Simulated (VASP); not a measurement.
Write the native input for VASP 6.6.1 that does the following.

* Task: single point
* Functional: PBE
* Potentials or basis: VASP PAW PBE potentials, release 64 (Mg, Zn, O)
* Cutoff: 520 eV
* k mesh: 8 × 8 × 6
* Occupations: gaussian, width 0.02 eV
* Spin: no spin polarisation
* Dipole correction: no
* Further INCAR settings: ALGO = Normal; EDIFF = 1e-07; NBANDS = 61

The structure of MgZn5O6 lies in POSCAR:

```
MgZn5O6
1.0
    2.1595199060     -6.4792279142      0.0000000000
    2.1595199060      6.4792279142      0.0000000000
    0.0000000000      0.0000000000      4.3175559533
Mg Zn O
1 5 6
Direct
    0.0000000000      0.0000000000      0.0000000000
    0.6676285348      0.3323714652      0.0000000000
    0.3323714652      0.6676285348      0.0000000000
    0.1664506588      0.8335493412      0.5000000000
    0.5000000000      0.5000000000      0.5000000000
    0.8335493412      0.1664506588      0.5000000000
    0.0000000000      0.0000000000      0.5000000000
    0.3326042254      0.6673957746      0.5000000000
    0.6673957746      0.3326042254      0.5000000000
    0.5000000000      0.5000000000      0.0000000000
    0.8352597846      0.1647402154      0.0000000000
    0.1647402154      0.8352597846      0.0000000000
```

The input as run:

INCAR

```
PREC = Accurate ; ENCUT = 520
EDIFF = 1E-7 ; ISMEAR = 0
SIGMA = 0.02 ; LREAL = False
LASPH = True ; NELM = 100
ALGO = Normal ; ISIF = 2
LWAVE = False ; LCHARG = False
GGA = PE ; NBANDS = 61
```

KPOINTS

```
Automatic mesh
0
Gamma
  8 8 6
```

Potentials or basis: VASP PAW PBE potentials, release 64 (Mg, Zn, O).

Run with:

```sh
$ cat potpaw_PBE.64/Mg/POTCAR potpaw_PBE.64/Zn/POTCAR potpaw_PBE.64/O/POTCAR > POTCAR
$ mpirun -np 1 vasp_std > vasp.out
```

Results of the run:

```
Pressure               : 0.7 GPa
Largest force          : 0.042 eV/Å
Band gap on the k mesh : 0.96 eV (least direct gap 2.18 eV)
```

Run time: 31 min on 1 thread of Intel Xeon 8259CL, with other jobs on the host, peak memory 0.63 GiB.
